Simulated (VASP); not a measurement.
SnTe, 2 atoms in the cell. The typed cell holds 2 atoms: a = 4.518 Å, b = 4.562 Å, c = 4.567 Å, α = 59.62°, β = 60.15°, γ = 59.21°.  This cell differs from its parent crystal: atoms moved at random and the cell strained at random.

```yaml
Program: VASP 6.6.1
Task: single point
Functional: PBE
Potentials_or_basis: VASP PAW PBE potentials, release 64 (Sn_d, Te)
Cutoff: 520 eV
k_mesh: 10 × 10 × 10
Occupations: gaussian, width 0.05 eV
Spin: no spin polarisation
Dipole_correction: no
Further_INCAR_settings: ALGO = Normal; EDIFF = 1e-06; NBANDS = 17
```

Potentials or basis: VASP PAW PBE potentials, release 64 (Sn_d, Te).

Launch:

```console
$ cat potpaw_PBE.64/Sn_d/POTCAR potpaw_PBE.64/Te/POTCAR > POTCAR
$ mpirun -np 1 vasp_std > vasp.out
```

Hardware: 1 thread of Intel(R) Xeon(R) 6975P-C (Granite Rapids), on a shared host.

Question: Estimate the wall time of this run.

Answer: Run time: 4 min on 1 thread of Intel(R) Xeon(R) 6975P-C (Granite Rapids), with other jobs on the host, peak memory 0.66 GiB. Counts: scf iterations 12, k points 504.
